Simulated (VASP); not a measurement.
# Ta2Ag: relaxation of cell and atoms with PBE

Ta2Ag:

```
Ta Ag
1.0
     0.00000    3.86842    3.86842
     3.86842    0.00000    3.86842
     3.86842    3.86842    0.00000
Ta Ag
4 2
Direct
  0.12500 0.12500 0.12500
  0.62500 0.12500 0.12500
  0.12500 0.12500 0.62500
  0.12500 0.62500 0.12500
  0.50000 0.50000 0.50000
  0.75000 0.75000 0.75000
```

```
Program                : VASP 6.6.1
Task                   : relaxation of cell and atoms
Functional             : PBE
Potentials or basis    : VASP PAW PBE potentials, release 64 (Ta_pv, Ag)
Cutoff                 : 600 eV
k mesh                 : 8 × 8 × 8
Occupations            : gaussian, width 0.1 eV
Spin                   : no spin polarisation
Dipole correction      : no
Further INCAR settings : ALGO = Fast; EDIFF = 1e-06; IBRION = 2; EDIFFG = -0.01; NSW = 100; ISIF = 3
```

| Item | Value |
| --- | --- |
| Relaxed volume | 19.24 Å³/atom |
| Relaxed cell | a = 5.466 Å, b = 5.466 Å, c = 5.466 Å, α = 60.00°, β = 60.00°, γ = 60.00° |
| Space group after relaxing (to 0.05 Å) | Fd-3m (No. 227) |
| Energy gained by relaxing | 0.1 meV/atom |
| Ionic steps | 3 |
| Pressure after relaxing | 0.0 GPa |
| Band gap on the k mesh | zero (band 33 reaches 7.68 eV, above the bottom of band 34 at 5.64 eV) |

The path:
```
step  energy change (eV)  largest force (eV/Å)  pressure (GPa)  volume (Å³)
   1              0.0000                0.0000           -0.37       115.78
   2              0.0003                0.0000            0.49       115.04
   3             -0.0004                0.0000            0.00       115.46
```

Final structure:
```xyz
6
Lattice="0.0000 3.8648 3.8648 3.8648 0.0000 3.8648 3.8648 3.8648 0.0000" Properties=species:S:1:pos:R:3 pbc="T T T"
Ta    0.9662    0.9662    0.9662
Ta    0.9662    2.8986    2.8986
Ta    2.8986    2.8986    0.9662
Ta    2.8986    0.9662    2.8986
Ag    3.8648    3.8648    3.8648
Ag    5.7972    5.7972    5.7972
```

Levels at points of the mesh, in eV from the Fermi level:
| k point | band 29 | band 30 | band 31 | band 32 | band 33 | band 34 | band 35 | band 36 | band 37 | band 38 |
| --- | --- | --- | --- | --- | --- | --- | --- | --- | --- | --- |
| (0.00, 0.00, 0.00) | -2.20 | -2.20 | -1.38 | -1.38 | 1.75 | 2.43 | 2.43 | 2.43 | 3.51 | 3.52 |
| (0.50, 0.00, 0.00) | -1.06 | -1.06 | -0.64 | -0.64 | -0.35 | 0.05 | 0.66 | 0.66 | 1.26 | 1.26 |
| (0.50, 0.50, 0.00) | -1.08 | -1.08 | -0.91 | -0.91 | -0.18 | -0.18 | 0.51 | 0.51 | 1.19 | 1.19 |

It took 3.7 min on 1 thread of Intel(R) Xeon(R) 6975P-C (Granite Rapids), with other jobs on the host, peak memory 0.41 GiB.

Caveat: spin-orbit coupling is left out, which moves the levels of the heavy elements.
